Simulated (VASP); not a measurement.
# Cd (P6_3/mmc) in VASP: notebook

Cd is run at these levels: PBEsol; tasks: single point, relaxation of cell and atoms.

Program: VASP 6.6.1. These are calculated values, not measurements. Logs are shortened: lines on timing, memory, paths and dates and some standing lists are left out, and cuts for length are marked.

## Step 1: The cell of the first run

The structure is hexagonal, space group P6_3/mmc (No. 194). The conventional cell has a = 3.059 Å, b = 3.059 Å, c = 5.068 Å, α = 90.00°, β = 90.00°, γ = 120.00°. Cd (site symmetry -6m2) has 12 Cd at 3.06 to 3.09 Å within 4.0 Å.

## Step 2: Single point, PBEsol

The input, INCAR:

```
ALGO     = Normal         # electronic algorithm
EDIFF    = 1E-6           # SCF threshold, eV
ENCUT    = 520            # plane-wave cutoff, eV
GGA      = PS             # functional
ISIF     = 2              # what is computed and relaxed
ISMEAR   = -1             # smearing method
LASPH    = T              # aspherical terms in the spheres
LCHARG   = F              # write CHGCAR
LREAL    = F              # projectors in reciprocal space
LWAVE    = F              # write WAVECAR
NBANDS   = 19             # bands
NELM     = 60             # most SCF steps
PREC     = Accurate       # precision mode
SIGMA    = 0.05           # smearing width, eV
```

The input, KPOINTS:

```
k-points
0
Gamma
  8 8 4
```

The input, POSCAR:

```
Cd
1.0
    3.0586689819      0.0000029641      0.0000000000
   -1.5293370579      2.6488835580      0.0000000000
    0.0000000000      0.0000000000      5.0679831260
Cd
2
Direct
    0.3333333333      0.6666666667      0.2500000000
    0.6666666667      0.3333333333      0.7500000000
```

Potentials or basis: VASP PAW PBE potentials, release 64 (Cd).

Started as:

```bash
> cat potpaw_PBE.64/Cd/POTCAR > POTCAR
> mpirun -np 1 vasp_std > vasp.out
```

OUTCAR:

```text
EDIFF = 1E-6
   ENCUT = 520
   GGA = PS
   ISIF = 2
   ISMEAR = -1
   LASPH = T
   LREAL = F
   NELM = 60
   PREC = Accurate

 ion  position               nearest neighbor table
   1  0.333  0.667  0.250-   2 3.09   2 3.09   2 3.09   2 3.09   2 3.09   2 3.09
   2  0.667  0.333  0.750-   1 3.09   1 3.09   1 3.09   1 3.09   1 3.09   1 3.09

  LATTYP: Found a hexagonal cell.
 ALAT       =     3.0586689819
 C/A-ratio  =     1.6569243537

  Lattice vectors:

 A1 = (   3.0586689819,   0.0000029641,   0.0000000000)
 A2 = (  -1.5293370579,   2.6488835580,   0.0000000000)
 A3 = (   0.0000000000,   0.0000000000,   5.0679831260)

Analysis of symmetry for initial positions (statically):
=====================================================================
 Subroutine PRICEL returns:
 Original cell was already a primitive cell.

 Routine SETGRP: Setting up the symmetry group for a
 hexagonal supercell.

 Subroutine GETGRP returns: Found 24 space group operations
 (whereof 12 operations were pure point group operations)
 out of a pool of 24 trial point group operations.

The static configuration has the point symmetry D_3d.
 The point group associated with its full space group is D_6h.

Analysis of symmetry for dynamics (positions and initial velocities):
=====================================================================
 Subroutine PRICEL returns:
 Original cell was already a primitive cell.

 Routine SETGRP: Setting up the symmetry group for a
 hexagonal supercell.

 Subroutine GETGRP returns: Found 24 space group operations
 (whereof 12 operations were pure point group operations)
 out of a pool of 24 trial point group operations.

The dynamic configuration has the point symmetry D_3d.
 The point group associated with its full space group is D_6h.

 Subroutine INISYM returns: Found 24 space group operations
 (whereof 12 operations are pure point group operations),
 and found     1 'primitive' translations

----------------------------------------------------------------------------------------

                                     Primitive cell

  volume of cell :      41.0611

  direct lattice vectors                    reciprocal lattice vectors
     3.058668982  0.000002964  0.000000000     0.326939413  0.188758980  0.000000000
    -1.529337058  2.648883558  0.000000000    -0.000000366  0.377517327  0.000000000
     0.000000000  0.000000000  5.067983126     0.000000000  0.000000000  0.197317153

  length of vectors
     3.058668982  3.058668982  5.067983126     0.377517327  0.377517327  0.197317153

  position of ions in fractional coordinates (direct lattice)
     0.333333333  0.666666667  0.250000000
     0.666666667  0.333333333  0.750000000

  ion indices of the primitive-cell ions
   primitive index   ion index
                 1           1
                 2           2

----------------------------------------------------------------------------------------

 KPOINTS: k-points

Automatic generation of k-mesh.
 Grid dimensions read from file:
 generate k-points for:    8    8    4

 Generating k-lattice:

  Cartesian coordinates                     Fractional coordinates (reciprocal lattice)
     0.040867427  0.023594873  0.000000000     0.125000000  0.000000000  0.000000000
    -0.000000046  0.047189666  0.000000000     0.000000000  0.125000000  0.000000000
     0.000000000  0.000000000  0.049329288     0.000000000  0.000000000  0.250000000

  Length of vectors
     0.047189666  0.047189666  0.049329288

  Shift w.r.t. Gamma in fractional coordinates (k-lattice)
     0.000000000  0.000000000  0.000000000

 Subroutine IBZKPT returns following result:
 ===========================================

 Found     30 irreducible k-points:

 Following reciprocal coordinates:
            Coordinates               Weight
  0.000000  0.000000  0.000000      1.000000
  0.125000  0.000000  0.000000      6.000000
  0.250000  0.000000  0.000000      6.000000
  0.375000  0.000000  0.000000      6.000000
  0.500000  0.000000  0.000000      3.000000
  0.125000  0.125000  0.000000      6.000000
[... 16 lines left out ...]
  0.250000  0.000000  0.500000      6.000000
  0.375000  0.000000  0.500000      6.000000
 [... further k-points ...]
   k-points           NKPTS =     30   k-points in BZ     NKDIM =     30   number of bands    NBANDS=     19
   number of dos      NEDOS =    301   number of ions     NIONS =      2
   total plane-waves  NPLWV =  23040
   dimension x,y,z NGX =    24 NGY =   24 NGZ =   40
   dimension x,y,z NGXF=    48 NGYF=   48 NGZF=   80
   ions per type =               2
   NGX,Y,Z   is equivalent  to a cutoff of  13.04, 13.04, 13.12 a.u.
   NGXF,Y,Z  is equivalent  to a cutoff of  26.09, 26.09, 26.24 a.u.
 SYSTEM =  unknown system
   PREC   = accura    normal or accurate (medium, high low for compatibility)
   ISTART =      0    job   : 0-new  1-cont  2-samecut
   ICHARG =      2    charge: 1-file 2-atom 10-const
   ISPIN  =      1    spin polarized calculation?
   LNONCOLLINEAR =      F non collinear calculations
   LSORBIT =      F    spin-orbit coupling
   LASPH  =      T    aspherical Exc in radial PAW
   ENCUT  =  520.0 eV  38.22 Ry    6.18 a.u.   5.69  5.69  9.42*2*pi/ulx,y,z
   NELM   =     60;   NELMIN=  2; NELMDL= -5     # of ELM steps
   EDIFF  = 0.1E-05   stopping-criterion for ELM
   LREAL  =      F    real-space projection
   EDIFFG = 0.1E-04   stopping-criterion for IOM
   NSW    =      0    number of steps for IOM
   IBRION =     -1    ionic relax: 0-MD 1-quasi-New 2-CG
   NFREE  =      0    steps in history (QN), initial steepest desc. (CG)
   ISIF   =      2    stress and relaxation
   ISYM   =      2    0-nonsym 1-usesym 2-fastsym
   POTIM  = 0.5000    time-step for ionic-motion
   TEBEG  =    0.0;   TEEND  =   0.0 temperature during run
   PSTRESS=    0.0 pullay stress
   NELECT =      24.0000    total number of electrons
   NUPDOWN=      -1.0000    fix difference up-down
   EMIN   =  10.00;   EMAX   =-10.00  energy-range for DOS
   EFERMI =   0.00;   METHOD = LEGACY
   ISMEAR =    -1;   SIGMA  =   0.05  broadening in eV -4-tet -1-fermi 0-gaus
   EFERMI_NEDOS =   21; number of points for ismear=-14 and -15
   IALGO  =     38    algorithm
   IMIX   =      4    mixing-type and parameters
     AMIX     =   0.40;   BMIX     =  1.00
     AMIX_MAG =   1.60;   BMIX_MAG =  1.00
  volume/ion in A,a.u.               =      20.53       138.55
  Fermi-wavevector in a.u.,A,eV,Ry     =   1.368784  2.586627 25.491471  1.873570
  Thomas-Fermi vector in A             =   2.494718
   LORBIT       =      0    0 simple, 1 ext, 2 COOP (PROOUT), +10 PAW based schemes
   GGA     = PS    functional components
   LHFCALC =     F    Hartree Fock is set to
   AEXX    =    0.0000 exact exchange contribution
   IVDW    =     0    specifies the selected vdW correction
   LEPSILON=     F    determine dielectric tensor
   LRPA    =     F    only Hartree local field effects (RPA)
 non-spin polarized calculation
  energy-cutoff  :      520.00
  volume of cell :       41.06
 maximum number of plane-waves:      1120
 NGX is ok and might be reduce to    24
   NGX = 11   NGY = 11   NGZ = 19

 number of electron      23.9999997 magnetization

 Free energy of the ion-electron system (eV)
  ---------------------------------------------------
  ext. energy  EPLUGINS =         0.00000000
  ---------------------------------------------------
  free energy    TOTEN  =        -2.41057943 eV

  energy without entropy =       -2.40927225  energy(sigma->0) =       -2.40992584

 E-fermi :   3.0655     XC(G=0): -11.4978

 val. band max:        2.9771501389   @ k =   0.5000   0.0000   0.5000
 cond. band min:       3.4687613864   @ k =   0.3750   0.1250   0.2500
 fundamental gap:      0.4916112475
 Fermi energy:         3.0655122839

 k-point     1 :       0.0000    0.0000    0.0000
  band No.  band energies     occupation
      1      -6.7651      2.00000
      2      -6.2079      2.00000
      3      -6.1701      2.00000
      4      -6.0981      2.00000
      5      -6.0981      2.00000
      6      -5.9948      2.00000
[... 11 lines left out ...]
     18      18.2555      0.00000
     19      18.3387      0.00000

 k-point     2 :       0.1250    0.0000    0.0000
  band No.  band energies     occupation
      1      -6.6546      2.00000
      2      -6.2518      2.00000
      3      -6.0879      2.00000
      4      -6.0173      2.00000
      5      -5.9727      2.00000
      6      -5.8839      2.00000
[... 11 lines left out ...]
     18      18.3127      0.00000
     19      18.4510      0.00000

 k-point     3 :       0.2500    0.0000    0.0000
  band No.  band energies     occupation
      1      -6.6409      2.00000
      2      -6.3233      2.00000
      3      -6.1916      2.00000
      4      -6.0824      2.00000
      5      -5.9666      2.00000
      6      -5.8168      2.00000
[... 11 lines left out ...]
     18      15.3059      0.00000
     19      17.9110      0.00000

 k-point     4 :       0.3750    0.0000    0.0000
  band No.  band energies     occupation
      1      -6.8089      2.00000
      2      -6.5113      2.00000
      3      -6.4828      2.00000
      4      -6.0755      2.00000
      5      -5.8881      2.00000
      6      -5.8531      2.00000
[... 11 lines left out ...]
     18      14.9407      0.00000
     19      16.7296      0.00000

 k-point     5 :       0.5000    0.0000    0.0000
  band No.  band energies     occupation
      1      -6.8860      2.00000
      2      -6.6352      2.00000
      3      -6.5536      2.00000
      4      -6.1178      2.00000
      5      -5.9048      2.00000
      6      -5.8134      2.00000
[... 11 lines left out ...]
     18      14.8272      0.00000
     19      16.1932      0.00000

 k-point     6 :       0.1250    0.1250    0.0000
  band No.  band energies     occupation
      1      -6.5169      2.00000
      2      -6.3535      2.00000
      3      -6.0576      2.00000
      4      -6.0342      2.00000
      5      -5.9856      2.00000
      6      -5.9207      2.00000
[... 11 lines left out ...]
     18      16.5424      0.00000
     19      16.5996      0.00000

 k-point     7 :       0.2500    0.1250    0.0000
  band No.  band energies     occupation
      1      -6.5999      2.00000
      2      -6.3855      2.00000
      3      -6.3535      2.00000
      4      -6.0895      2.00000
      5      -5.9869      2.00000
      6      -5.7782      2.00000
[... 11 lines left out ...]
     18      15.0116      0.00000
     19      15.1913      0.00000

 k-point     8 :       0.3750    0.1250    0.0000
  band No.  band energies     occupation
      1      -6.7345      2.00000
      2      -6.6005      2.00000
      3      -6.4207      2.00000
      4      -6.1247      2.00000
      5      -5.9026      2.00000
      6      -5.8319      2.00000
[... 256 lines left out ...]
 k-point    20 :       0.3750    0.2500    0.2500
  band No.  band energies     occupation
      1      -6.5668      2.00000
      2      -6.4105      2.00000
      3      -6.3026      2.00000
      4      -6.1973      2.00000
      5      -6.0416      2.00000
      6      -5.7451      2.00000
[... 11 lines left out ...]
     18      12.0274      0.00000
     19      14.4361      0.00000

 k-point    21 :       0.0000    0.0000    0.5000
  band No.  band energies     occupation
      1      -6.4876      2.00000
      2      -6.4876      2.00000
      3      -6.1264      2.00000
      4      -6.1264      2.00000
      5      -6.1264      2.00000
      6      -6.1264      2.00000
[... 11 lines left out ...]
     18      17.5833      0.00000
     19      17.5833      0.00000

 k-point    22 :       0.1250    0.0000    0.5000
  band No.  band energies     occupation
      1      -6.3845      2.00000
      2      -6.3845      2.00000
      3      -6.1787      2.00000
      4      -6.1787      2.00000
      5      -6.0193      2.00000
      6      -6.0193      2.00000
[... 11 lines left out ...]
     18      16.1860      0.00000
     19      16.7390      0.00000

 k-point    23 :       0.2500    0.0000    0.5000
  band No.  band energies     occupation
      1      -6.4659      2.00000
      2      -6.4659      2.00000
      3      -6.2712      2.00000
      4      -6.2712      2.00000
      5      -5.7910      2.00000
      6      -5.7910      2.00000
[... 11 lines left out ...]
     18      14.2687      0.00000
     19      16.0225      0.00000

 k-point    24 :       0.3750    0.0000    0.5000
  band No.  band energies     occupation
      1      -6.6475      2.00000
      2      -6.6475      2.00000
      3      -6.4703      2.00000
      4      -6.4703      2.00000
      5      -5.6962      2.00000
      6      -5.6962      2.00000
[... 11 lines left out ...]
     18      12.8928      0.00000
     19      15.5001      0.00000

 [... further k-points ...]

------------------------ aborting loop because EDIFF is reached ----------------------------------------

  FORCE on cell =-STRESS in cart. coord.  units (eV):
  Direction    XX          YY          ZZ          XY          YZ          ZX
  --------------------------------------------------------------------------------------
  -------------------------------------------------------------------------------------
  Total        0.1023746      0.1023746      0.0970791      0.0000000      0.0000000      0.0000000
  in kB        3.9945868      3.9945868      3.7879628      0.0000000      0.0000000      0.0000000
  external PRESSURE =       3.9257122 kB  Pullay stress =       0.0000000 kB

 VOLUME and BASIS-vectors are now :
 -----------------------------------------------------------------------------
  energy-cutoff  :      520.00
  volume of cell :       41.06
      direct lattice vectors                 reciprocal lattice vectors
     3.058668982  0.000002964  0.000000000     0.326939413  0.188758980  0.000000000
    -1.529337058  2.648883558  0.000000000    -0.000000366  0.377517327  0.000000000
     0.000000000  0.000000000  5.067983126     0.000000000  0.000000000  0.197317153

 POSITION                                       TOTAL-FORCE (eV/Angst)
 -----------------------------------------------------------------------------------
     -0.00000      1.76592      1.26700        -0.000000      0.000000      0.000000
      1.52933      0.88296      3.80099         0.000000     -0.000000      0.000000
 -----------------------------------------------------------------------------------
    total drift:                               -0.000000      0.000000      0.000000

  FREE ENERGIE OF THE ION-ELECTRON SYSTEM (eV)
  ---------------------------------------------------
  free  energy   TOTEN  =        -2.4105794306 eV

  energy  without entropy=       -2.4092722538  energy(sigma->0) =       -2.40992584
```

Run time: 19 s. Hardware: 1 thread of Intel Xeon 8259CL, shared host; peak memory 0.16 GiB.

What came out:

- Free energy: -2.4106 eV
- Pressure: 0.4 GPa
- Band gap on the k mesh: zero (bands 12 and 13 overlap by 3.02 eV)

Levels at points of the mesh, in eV from the Fermi level:
```
           k point  band 8  band 9  band 10  band 11  band 12  band 13  band 14  band 15  band 16  band 17
(0.00, 0.00, 0.00)   -8.85   -8.85    -8.34    -8.34    -2.64    -1.38    13.31    13.31    13.58    14.60
(0.50, 0.00, 0.00)   -8.27   -8.26    -8.19    -2.82    -2.41     2.94     3.28     4.19     5.82     7.17
(0.00, 0.00, 0.50)   -8.51   -8.51    -8.51    -7.40    -7.40     6.27     6.27    13.93    13.93    14.52
(0.50, 0.00, 0.50)   -8.32   -8.22    -8.22    -1.79    -1.79    -0.09    -0.09     9.33     9.33    10.03
```

Caveat: the PAW data sets were made with another functional, which shifts forces and pressure a little.

## Step 3: Relaxation of cell and atoms, PBEsol

This run uses another cell than the first one, of 21.59 Å³/atom.

The input, INCAR:

```
SYSTEM = Cd
  PREC = Accurate
  ENCUT = 600
  EDIFF = 1E-6
  ISMEAR = -1
  SIGMA = 0.05
  LREAL = .FALSE.
  LASPH = .TRUE.
  NELM = 100
  ALGO = Normal
  ISIF = 3
  LWAVE = .FALSE.
  LCHARG = .FALSE.
  GGA = PS
  IBRION = 2
  NSW = 80
  EDIFFG = -0.01
```

The input, KPOINTS:

```
Automatic mesh
0
G
  8 8 4
  0 0 0
```

The input, POSCAR:

```
Cd
1.0
    2.9788700000      0.0000000000      0.0000000000
   -1.4894400000      2.5797800000      0.0000000000
    0.0000000000      0.0000000000      5.6176500000
Cd
2
Direct
    0.3333333333      0.6666666667      0.2500000000
    0.6666666667      0.3333333333      0.7500000000
```

Potentials or basis: VASP PAW PBE potentials, release 64 (Cd).

Started as:

```bash
> cat potpaw_PBE.64/Cd/POTCAR > POTCAR
> mpirun -np 1 vasp_std > vasp.out
```

Run time: 2.2 min. Hardware: 1 thread of Intel Xeon 8259CL, shared host; peak memory 0.18 GiB.

It converged, with:

| Item | Value |
| --- | --- |
| Free energy | -2.3988 eV |
| Relaxed volume | 20.75 Å³/atom |
| Relaxed cell | a = 3.016 Å, b = 3.016 Å, c = 5.266 Å, α = 90.00°, β = 90.00°, γ = 120.00° |
| Space group after relaxing (to 0.1 Å) | P6_3/mmc (No. 194) |
| Energy gained by relaxing | 13.1 meV/atom |
| Ionic steps | 6 |
| Pressure after relaxing | 0.0 GPa |
| Band gap on the k mesh | zero (bands 12 and 13 overlap by 3.66 eV) |

Step by step:
```tsv
step	energy change (eV)	largest force (eV/Å)	pressure (GPa)	volume (Å³)
1	0.0000	0.0000	-1.07	43.17
2	-0.0131	0.0000	-0.27	42.27
3	-0.0183	0.0000	0.48	41.57
4	-0.0160	0.0000	2.41	40.17
5	-0.0206	0.0000	1.09	41.07
6	-0.0263	0.0000	0.04	41.49
```

Final structure:
```cif
data_structure
_symmetry_space_group_name_H-M 'P 1'
_symmetry_Int_Tables_number 1
_cell_length_a 3.0162
_cell_length_b 3.0162
_cell_length_c 5.2664
_cell_angle_alpha 90.000
_cell_angle_beta 90.000
_cell_angle_gamma 120.000
_cell_volume 41.49
loop_
_atom_site_label
_atom_site_type_symbol
_atom_site_fract_x
_atom_site_fract_y
_atom_site_fract_z
_atom_site_occupancy
Cd1 Cd 0.33333 0.66667 0.25000 1
Cd2 Cd 0.66667 0.33333 0.75000 1
```

Levels at points of the mesh, in eV from the Fermi level:
```csv
k point,band 9,band 10,band 11,band 12,band 13,band 14,band 15,band 16
"(0.00, 0.00, 0.00)",-8.69,-8.29,-8.29,-2.80,-1.98,13.07,14.07,14.12
"(0.50, 0.00, 0.00)",-8.11,-8.07,-2.56,-2.09,2.63,3.24,3.88,5.68
"(0.00, 0.00, 0.50)",-8.44,-8.44,-7.36,-7.36,5.29,5.29,14.41,14.41
"(0.50, 0.00, 0.50)",-8.09,-8.09,-1.63,-1.63,0.07,0.07,9.32,9.32
```

Caveat: the PAW data sets were made with another functional, which shifts forces and pressure a little.
